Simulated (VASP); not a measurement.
Write the native input for VASP 6.6.1 that does the following.

* Task: single point
* Functional: r2SCAN
* Potentials or basis: VASP PAW PBE potentials, release 64 (Zn, S)
* Cutoff: 520 eV
* k mesh: 6 × 6 × 4
* Occupations: gaussian, width 0.05 eV
* Spin: no spin polarisation
* Dipole correction: no
* Further INCAR settings: ALGO = Normal; EDIFF = 1e-06; NBANDS = 26

The system is ZnS.

```
Zn S
1.0
     3.88722    0.00000    0.00000
    -1.94361    3.30042    0.00000
     0.00000    0.00000    6.23400
Zn S
2 2
Cartesian
  0.0000 2.2003 0.0000
  1.9436 1.1001 3.1170
  0.0000 2.2003 2.4001
  1.9436 1.1001 5.5171
```

This cell differs from its parent crystal: strain +0.0200 x Voigt [1, 0, 0, 0, 0, 0].

The input as run:

POSCAR

```
ZnS
1.0
    3.8872187572      0.0000000000      0.0000000000
   -1.9436093786      3.3004217586      0.0000000000
    0.0000000000      0.0000000000      6.2340000000
Zn S
2 2
Direct
    0.3333333333      0.6666666667      0.0000000000
    0.6666666667      0.3333333333      0.5000000000
    0.3333333333      0.6666666667      0.3850000000
    0.6666666667      0.3333333333      0.8850000000
```

INCAR.step1

```
  PREC = Accurate
  ENCUT = 520
  ISMEAR = 0
  SIGMA = 0.05
  LREAL = F
  LASPH = T
  NELM = 80
  NBANDS = 26
  GGA = PE
  ALGO = Normal
  EDIFF = 1E-4
  LWAVE = T
  LCHARG = F
```

INCAR.step2

```
  PREC = Accurate
  ENCUT = 520
  EDIFF = 1E-6
  ISMEAR = 0
  SIGMA = 0.05
  LREAL = F
  LASPH = T
  NELM = 80
  ALGO = Normal
  ISIF = 2
  LWAVE = F
  LCHARG = T
  METAGGA = R2SCAN
  LMIXTAU = T
  LELF = T
  LVHAR = T
  NBANDS = 26
  ISTART = 1
```

KPOINTS

```
regular mesh
0
Gamma
  6 6 4
```

Potentials or basis: VASP PAW PBE potentials, release 64 (Zn, S).

Launch:

```sh
$ cat potpaw_PBE.64/Zn/POTCAR potpaw_PBE.64/S/POTCAR > POTCAR
$ cp INCAR.step1 INCAR
$ mpirun -np 1 vasp_std > vasp.out
$ cp INCAR.step2 INCAR
$ mpirun -np 1 vasp_std > vasp.out
```

Results of the run:

```yaml
Pressure: -1.4 GPa
Largest_force: 0.285 eV/Å
Band_gap_on_the_k_mesh: 2.70 eV, direct
```

Caveat: the cell differs from its parent crystal (strain +0.0200 x Voigt [1, 0, 0, 0, 0, 0]); the PAW data sets were made with another functional, which shifts forces and pressure a little.

Wall time 5.1 min on 1 thread of Intel(R) Xeon(R) Platinum 8259CL CPU @ 2.50GHz (Skylake/Cascade Lake) (shared host), peak memory 0.24 GiB.
